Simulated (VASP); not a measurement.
## SbSe2: single point with PBE

Crystal: SbSe2.

```
CELL_PARAMETERS angstrom
4.26651 0.00000 0.00000
0.00000 4.26651 0.00000
0.00000 0.00000 6.39854
ATOMIC_POSITIONS crystal
Sb 0.00000 0.00000 0.50000
Se 0.50000 0.00000 0.73408
Se 0.00000 0.50000 0.26592
```

* Program: VASP 6.6.1
* Task: single point
* Functional: PBE
* Potentials or basis: VASP PAW PBE potentials, release 64 (Sb, Se)
* Cutoff: 520 eV
* k mesh: 4 × 4 × 4
* Occupations: gaussian, width 0.1 eV
* Spin: no spin polarisation

```json
{
  "Pressure": "0.2 GPa",
  "Largest force": "0.023 eV/Å"
}
```

Forces in eV/Å, atoms in the order of the input:
```
Sb   0.000  0.000  0.000
Se   0.000  0.000  0.023
Se   0.000  0.000 -0.023
```

Levels at points of the mesh, in eV from the Fermi level:
| k point | band 5 | band 6 | band 7 | band 8 | band 9 | band 10 | band 11 | band 12 |
| --- | --- | --- | --- | --- | --- | --- | --- | --- |
| (0.00, 0.00, 0.00) | -4.09 | -1.67 | -1.19 | -1.08 | -1.08 | -0.27 | 3.24 | 3.24 |
| (0.50, 0.00, 0.00) | -3.81 | -3.52 | -2.02 | -0.92 | -0.60 | 2.53 | 3.01 | 3.69 |
| (0.50, 0.50, 0.00) | -3.45 | -3.45 | -2.58 | -1.38 | 0.23 | 1.88 | 1.88 | 5.49 |
| (0.00, 0.00, 0.50) | -4.05 | -2.40 | -1.21 | -1.21 | -0.37 | -0.32 | 3.47 | 3.47 |
| (0.50, 0.00, 0.50) | -3.80 | -3.19 | -1.47 | -0.95 | -0.92 | 2.39 | 2.92 | 3.20 |
| (0.50, 0.50, 0.50) | -3.55 | -3.55 | -2.35 | -1.73 | 0.84 | 2.58 | 2.58 | 4.95 |

Wall time 19 s on 1 thread of AMD EPYC 9R45 96-Core Processor (Zen 5), on a shared host, peak memory 0.19 GiB.

Caveat: the k points lie up to 0.37 Å⁻¹ apart; spin-orbit coupling is left out, which moves the levels of the heavy elements; this functional lacks dispersion, which binds the layers, so the pressure and a relaxed spacing across them are unreliable.
